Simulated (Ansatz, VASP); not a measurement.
# CaSi3Se4: VASP beside Ansatz

```
Ca Si Se
1.0
     5.60050    0.00000    0.00000
     0.00000    5.60050    0.00000
     0.00000    0.00000    5.60050
Ca Si Se
1 3 4
Direct
  0.50000 0.50000 0.50000
  0.50000 0.00000 0.00000
  0.00000 0.50000 0.00000
  0.00000 0.00000 0.50000
  0.00000 0.50000 0.50000
  0.50000 0.00000 0.50000
  0.50000 0.50000 0.00000
  0.00000 0.00000 0.00000
```

Alike in both runs: task relaxation of cell and atoms; functional PBE; k mesh 8 × 8 × 8; occupations gaussian, width 0.1 eV; no spin polarisation.

```csv
,VASP,Ansatz
version,VASP 6.6.1,Ansatz 0.2.0
potentials or method,"VASP PAW PBE potentials, release 64 (Ca_sv, Si, Se), cutoff 600 eV","scalar-relativistic, plane waves, PAW"
valence electrons in the cell,46,86
```

VASP gave:

* gap on the k mesh at the Fermi level, each at its own relaxed structure (eV): none
* relaxed volume (Å³/atom): 22.24
* relaxed length of the cell vector where the two differ most in proportion (Å): 5.625

Which values does Ansatz return?

gap on the k mesh at the Fermi level, each at its own relaxed structure (eV): none; relaxed volume (Å³/atom): 22.21; relaxed length of the cell vector where the two differ most in proportion (Å): 5.622.

A gap of «none» marks a metal or a gap that the smearing closes. VASP's potentials hold 46 valence electrons a cell and Ansatz's 86, so a difference there can come from the potentials and not from the codes.
